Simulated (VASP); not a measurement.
# ZrOF2 in VASP: single point with PBE

Aim: the single point of ZrOF2 with PBE.

Program: VASP 6.6.1. These are calculated values, not measurements. Logs are shortened: lines on timing, memory, paths and dates and some standing lists are left out, and cuts for length are marked.

## 1. The cell of the first run

The cell holds a sheet with vacuum, 4 atoms: a = 3.394 Å, b = 3.973 Å, c = 29.335 Å, α = 90.00°, β = 90.00°, γ = 90.00°.

## 2. Single point, PBE

Contents of INCAR:

```
SYSTEM = ZrOF2
  PREC = Accurate
  ENCUT = 520
  EDIFF = 1E-7
  ISMEAR = 0
  SIGMA = 0.02
  LREAL = .False.
  LASPH = .True.
  NELM = 60
  ALGO = Normal
  ISIF = 2
  LWAVE = .False.
  LCHARG = .False.
  LDIPOL = .True.
  IDIPOL = 3
  DIPOL = 0.5 0.5 0.290
  GGA = PE
  NBANDS = 24
```

Contents of KPOINTS:

```
regular mesh
0
Gamma
  8 6 1
  0 0 0
```

Contents of POSCAR:

```
ZrOF2
1.0
    3.3942627650      0.0000000000      0.0000000000
    0.0000000000      3.9729705773      0.0000000000
    0.0000000000      0.0000000000     29.3345778000
Zr O F
1 1 2
Direct
    0.5000000000      0.5000000000      0.2897604342
    0.5000000000      0.0000000000      0.2897604342
    0.0000000000      0.5000000000      0.3338768135
    0.0000000000      0.5000000000      0.2456440548
```

Potentials or basis: VASP PAW PBE potentials, release 64 (Zr_sv, O, F).

Command:

```
$ cat potpaw_PBE.64/Zr_sv/POTCAR potpaw_PBE.64/O/POTCAR potpaw_PBE.64/F/POTCAR > POTCAR
$ mpirun -np 1 vasp_std > vasp.out
```

OUTCAR:

```text
SYSTEM = ZrOF2
   PREC = Accurate
   ENCUT = 520
   EDIFF = 1E-7
   ISMEAR = 0
   LREAL = .False.
   LASPH = .True.
   NELM = 60
   ISIF = 2
   GGA = PE

 ion  position               nearest neighbor table
   1  0.500  0.500  0.290-   2 1.99   2 1.99   3 2.13   3 2.13   4 2.13   4 2.13
   2  0.500  0.000  0.290-   1 1.99   1 1.99
   3  0.000  0.500  0.334-   1 2.13   1 2.13
   4  0.000  0.500  0.246-   1 2.13   1 2.13

  LATTYP: Found a simple orthorhombic cell.
 ALAT       =     3.3942627650
 B/A-ratio  =     1.1704958786
 C/A-ratio  =     8.6424003770

  Lattice vectors:

 A1 = (   3.3942627650,   0.0000000000,   0.0000000000)
 A2 = (   0.0000000000,   3.9729705773,   0.0000000000)
 A3 = (   0.0000000000,   0.0000000000,  29.3345778000)

Analysis of symmetry for initial positions (statically):
=====================================================================
 Subroutine PRICEL returns:
 Original cell was already a primitive cell.

 Routine SETGRP: Setting up the symmetry group for a
 simple orthorhombic supercell.

 Subroutine GETGRP returns: Found  8 space group operations
 (whereof  4 operations were pure point group operations)
 out of a pool of  8 trial point group operations.

The static configuration has the point symmetry C_2v.
 The point group associated with its full space group is D_2h.

Analysis of symmetry for dynamics (positions and initial velocities):
=====================================================================
 Subroutine PRICEL returns:
 Original cell was already a primitive cell.

 Routine SETGRP: Setting up the symmetry group for a
 simple orthorhombic supercell.

 Subroutine GETGRP returns: Found  8 space group operations
 (whereof  4 operations were pure point group operations)
 out of a pool of  8 trial point group operations.

The dynamic configuration has the point symmetry C_2v.
 The point group associated with its full space group is D_2h.

 Subroutine INISYM returns: Found  8 space group operations
 (whereof  4 operations are pure point group operations),
 and found     1 'primitive' translations

----------------------------------------------------------------------------------------

                                     Primitive cell

  volume of cell :     395.5858

  direct lattice vectors                    reciprocal lattice vectors
     3.394262765  0.000000000  0.000000000     0.294614787  0.000000000  0.000000000
     0.000000000  3.972970577  0.000000000     0.000000000  0.251700832  0.000000000
     0.000000000  0.000000000 29.334577800     0.000000000  0.000000000  0.034089463

  length of vectors
     3.394262765  3.972970577 29.334577800     0.294614787  0.251700832  0.034089463

  position of ions in fractional coordinates (direct lattice)
     0.500000000  0.500000000  0.289760434
     0.500000000  0.000000000  0.289760434
     0.000000000  0.500000000  0.333876813
     0.000000000  0.500000000  0.245644055

  ion indices of the primitive-cell ions
   primitive index   ion index
                 1           1
                 2           2
                 3           3
                 4           4

----------------------------------------------------------------------------------------

 KPOINTS: regular mesh

Automatic generation of k-mesh.
 Grid dimensions read from file:
 generate k-points for:    8    6    1

 Generating k-lattice:

  Cartesian coordinates                     Fractional coordinates (reciprocal lattice)
     0.036826848  0.000000000  0.000000000     0.125000000  0.000000000  0.000000000
     0.000000000  0.041950139  0.000000000     0.000000000  0.166666667  0.000000000
     0.000000000  0.000000000  0.034089463     0.000000000  0.000000000  1.000000000

  Length of vectors
     0.036826848  0.041950139  0.034089463

  Shift w.r.t. Gamma in fractional coordinates (k-lattice)
     0.000000000  0.000000000  0.000000000

 Subroutine IBZKPT returns following result:
 ===========================================

 Found     20 irreducible k-points:

 Following reciprocal coordinates:
            Coordinates               Weight
  0.000000  0.000000  0.000000      1.000000
  0.125000  0.000000  0.000000      2.000000
  0.250000  0.000000  0.000000      2.000000
  0.375000  0.000000  0.000000      2.000000
  0.500000  0.000000  0.000000      1.000000
  0.000000  0.166667  0.000000      2.000000
[... 12 lines left out ...]
  0.375000  0.500000  0.000000      2.000000
  0.500000  0.500000  0.000000      1.000000
   k-points           NKPTS =     20   k-points in BZ     NKDIM =     20   number of bands    NBANDS=     24
   number of dos      NEDOS =    301   number of ions     NIONS =      4
   total plane-waves  NPLWV = 188160
   dimension x,y,z NGX =    28 NGY =   30 NGZ =  224
   dimension x,y,z NGXF=    56 NGYF=   60 NGZF=  448
   ions per type =               1   1   2
   NGX,Y,Z   is equivalent  to a cutoff of  13.71, 12.55, 12.69 a.u.
   NGXF,Y,Z  is equivalent  to a cutoff of  27.43, 25.11, 25.39 a.u.
 SYSTEM =  ZrOF2
   PREC   = accura    normal or accurate (medium, high low for compatibility)
   ISTART =      0    job   : 0-new  1-cont  2-samecut
   ICHARG =      2    charge: 1-file 2-atom 10-const
   ISPIN  =      1    spin polarized calculation?
   LNONCOLLINEAR =      F non collinear calculations
   LSORBIT =      F    spin-orbit coupling
   LASPH  =      T    aspherical Exc in radial PAW
   ENCUT  =  520.0 eV  38.22 Ry    6.18 a.u.   6.31  7.39 54.54*2*pi/ulx,y,z
   NELM   =     60;   NELMIN=  2; NELMDL= -5     # of ELM steps
   EDIFF  = 0.1E-06   stopping-criterion for ELM
   LREAL  =      F    real-space projection
   EDIFFG = 0.1E-05   stopping-criterion for IOM
   NSW    =      0    number of steps for IOM
   IBRION =     -1    ionic relax: 0-MD 1-quasi-New 2-CG
   NFREE  =      0    steps in history (QN), initial steepest desc. (CG)
   ISIF   =      2    stress and relaxation
   ISYM   =      2    0-nonsym 1-usesym 2-fastsym
   POTIM  = 0.5000    time-step for ionic-motion
   TEBEG  =    0.0;   TEEND  =   0.0 temperature during run
   PSTRESS=    0.0 pullay stress
   NELECT =      32.0000    total number of electrons
   NUPDOWN=      -1.0000    fix difference up-down
   EMIN   =  10.00;   EMAX   =-10.00  energy-range for DOS
   EFERMI =   0.00;   METHOD = LEGACY
   ISMEAR =     0;   SIGMA  =   0.02  broadening in eV -4-tet -1-fermi 0-gaus
   EFERMI_NEDOS =   21; number of points for ismear=-14 and -15
   IALGO  =     38    algorithm
   IMIX   =      4    mixing-type and parameters
     AMIX     =   0.40;   BMIX     =  1.00
     AMIX_MAG =   1.60;   BMIX_MAG =  1.00
  volume/ion in A,a.u.               =      98.90       667.39
  Fermi-wavevector in a.u.,A,eV,Ry     =   0.708019  1.337961  6.820467  0.501290
  Thomas-Fermi vector in A             =   1.794222
   LORBIT       =      0    0 simple, 1 ext, 2 COOP (PROOUT), +10 PAW based schemes
   GGA     = PE    functional components
   LHFCALC =     F    Hartree Fock is set to
   AEXX    =    0.0000 exact exchange contribution
   IVDW    =     0    specifies the selected vdW correction
   LEPSILON=     F    determine dielectric tensor
   LRPA    =     F    only Hartree local field effects (RPA)
 non-spin polarized calculation
 Gauss-broadening in eV      SIGMA  =   0.02
  energy-cutoff  :      520.00
  volume of cell :      395.59
 maximum number of plane-waves:     10721
 NGX is ok and might be reduce to    28
   NGX = 13   NGY = 15   NGZ =109

 dipolmoment           0.000000      0.000000      0.000001 electrons x Angstroem

 number of electron      31.9999977 magnetization

 dipolmoment           0.000000      0.000000     -0.000000 electrons x Angstroem

 Free energy of the ion-electron system (eV)
  ---------------------------------------------------
  ext. energy  EPLUGINS =         0.00000000
  ---------------------------------------------------
  free energy    TOTEN  =       -30.78992143 eV

  energy without entropy =      -30.78992143  energy(sigma->0) =      -30.78992143

 E-fermi :  -5.4855     XC(G=0):  -1.7005

 val. band max:       -5.6815725231   @ k =   0.5000   0.0000   0.0000
 cond. band min:      -2.1802867988   @ k =   0.0000   0.0000   0.0000
 fundamental gap:      3.5012857242
 Fermi energy:        -5.4854603254

 k-point     1 :       0.0000    0.0000    0.0000
  band No.  band energies     occupation
      1     -53.8561      2.00000
      2     -32.4434      2.00000
      3     -31.8394      2.00000
      4     -31.7449      2.00000
      5     -28.4499      2.00000
      6     -27.4975      2.00000
[... 16 lines left out ...]
     23       1.6270      0.00000
     24       1.6676      0.00000

 k-point     2 :       0.1250    0.0000    0.0000
  band No.  band energies     occupation
      1     -53.8510      2.00000
      2     -32.3867      2.00000
      3     -32.0348      2.00000
      4     -31.7402      2.00000
      5     -28.2293      2.00000
      6     -27.6102      2.00000
[... 16 lines left out ...]
     23       1.6298      0.00000
     24       1.8533      0.00000

 k-point     3 :       0.2500    0.0000    0.0000
  band No.  band energies     occupation
      1     -53.8386      2.00000
      2     -32.4330      2.00000
      3     -32.2396      2.00000
      4     -31.7290      2.00000
      5     -27.8891      2.00000
      6     -27.7699      2.00000
[... 16 lines left out ...]
     23       2.1095      0.00000
     24       2.2799      0.00000
[... 406 lines left out ...]
 k-point    19 :       0.3750    0.5000    0.0000
  band No.  band energies     occupation
      1     -53.8204      2.00000
      2     -32.7551      2.00000
      3     -32.0656      2.00000
      4     -32.0473      2.00000
      5     -28.1758      2.00000
      6     -27.3698      2.00000
[... 16 lines left out ...]
     23       4.6507      0.00000
     24       4.7820      0.00000

 k-point    20 :       0.5000    0.5000    0.0000
  band No.  band energies     occupation
      1     -53.8153      2.00000
      2     -32.8795      2.00000
      3     -32.0417      2.00000
      4     -31.9909      2.00000
      5     -28.3023      2.00000
      6     -27.2193      2.00000
[... 16 lines left out ...]
     23       5.1263      0.00000
     24       5.9407      0.00000

------------------------ aborting loop because EDIFF is reached ----------------------------------------

 vacuum level on the upper side and lower side of the slab       (xc-potential included)        -0.006        -0.006

  FORCE on cell =-STRESS in cart. coord.  units (eV):
  Direction    XX          YY          ZZ          XY          YZ          ZX
  --------------------------------------------------------------------------------------
  -------------------------------------------------------------------------------------
  Total        0.1304459      0.1103311     -0.0273996      0.0000000      0.0000000      0.0000000
  in kB        0.5283241      0.4468562     -0.1109722      0.0000000      0.0000000      0.0000000
  external PRESSURE =       0.2880694 kB  Pullay stress =       0.0000000 kB

 VOLUME and BASIS-vectors are now :
 -----------------------------------------------------------------------------
  energy-cutoff  :      520.00
  volume of cell :      395.59
      direct lattice vectors                 reciprocal lattice vectors
     3.394262765  0.000000000  0.000000000     0.294614787  0.000000000  0.000000000
     0.000000000  3.972970577  0.000000000     0.000000000  0.251700832  0.000000000
     0.000000000  0.000000000 29.334577800     0.000000000  0.000000000  0.034089463

 POSITION                                       TOTAL-FORCE (eV/Angst)
 -----------------------------------------------------------------------------------
      1.69713      1.98649      8.50000         0.000000      0.000000     -0.000000
      1.69713      0.00000      8.50000         0.000000      0.000000     -0.000000
      0.00000      1.98649      9.79414         0.000000      0.000000      0.033161
      0.00000      1.98649      7.20586         0.000000      0.000000     -0.033161
 -----------------------------------------------------------------------------------
    total drift:                                0.000000      0.000000     -0.000080

  FREE ENERGIE OF THE ION-ELECTRON SYSTEM (eV)
  ---------------------------------------------------
  free  energy   TOTEN  =       -30.7899214316 eV

  energy  without entropy=      -30.7899214316  energy(sigma->0) =      -30.78992143

 vacuum level on the upper side and lower side of the slab         1.296         1.296
```

Wall time 5 min (1 thread of Intel Xeon Platinum 8375C at 2.90GHz (Ice Lake), shared host); peak memory 0.53 GiB.

What came out:

| Quantity | Value |
| --- | --- |
| Free energy | -30.7899 eV |
| Largest force | 0.033 eV/Å |
| Band gap on the k mesh | 3.50 eV, indirect (the least direct gap lies 3.4 meV higher) |

Forces in eV/Å, atoms in the order of the input:
```
Zr   0.000  0.000  0.000
O    0.000  0.000  0.000
F    0.000  0.000  0.033
F    0.000  0.000 -0.033
```

Levels at points of the mesh, in eV from the valence-band top:
```csv
k point,band 12,band 13,band 14,band 15,band 16,band 17,band 18,band 19,band 20,band 21
"(0.00, 0.00, 0.00)",-3.60,-3.37,-0.72,-0.02,0.00,3.50,4.15,4.22,5.56,6.44
"(0.50, 0.00, 0.00)",-3.79,-3.31,-1.01,-0.46,0.00,3.51,4.03,4.04,6.03,8.08
"(0.00, 0.50, 0.00)",-3.87,-3.75,-3.35,-1.17,-1.04,3.75,6.55,6.56,7.29,7.56
"(0.50, 0.50, 0.00)",-3.83,-3.78,-3.46,-1.75,-1.05,4.16,6.17,6.20,6.41,10.30
```
